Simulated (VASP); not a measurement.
Input of a VASP 6.6.1 run:

File INCAR:

```
PREC = Accurate ; ENCUT = 520
EDIFF = 1E-7 ; ISMEAR = 0
SIGMA = 0.15 ; LREAL = F
LASPH = T ; NELM = 100
ALGO = Normal ; ISIF = 2
LWAVE = F ; LCHARG = T
GGA = PS ; LELF = T
LVHAR = T ; NBANDS = 14
```

File KPOINTS:

```
Automatic mesh
0
Gamma
  18 18 18
```

Contents of POSCAR:

```
ZrB
1.0
    0.0087187500      2.3250000000      2.3250000000
    2.3337187500      0.0000000000      2.3337187500
    2.3250000000      2.3250000000      0.0087187500
Zr B
1 1
Direct
    0.0000000000      0.0000000000      0.0000000000
    0.5000000000      0.5000000000      0.5000000000
```

Potentials or basis: VASP PAW PBE potentials, release 64 (Zr_sv, B).

Launch:

```sh
$ cat potpaw_PBE.64/Zr_sv/POTCAR potpaw_PBE.64/B/POTCAR > POTCAR
$ mpirun -np 1 vasp_std > vasp.out
```

Task: Predict the band gap on the k mesh.

Result: Zero (an odd number of electrons rules out a gap without spin polarisation).

Task: Predict the pressure.

Result: 29.7 GPa.

Stress tensor (GPa, compression positive):
```
29.71  0.00 -0.42
 0.00 29.71  0.00
-0.42  0.00 29.71
```

Caveat: the cell differs from its parent crystal (strain +0.0075 x Voigt [0, 0, 0, 0, 1, 0]); the cell stands under pressure; the PAW data sets were made with another functional, which shifts forces and pressure a little.
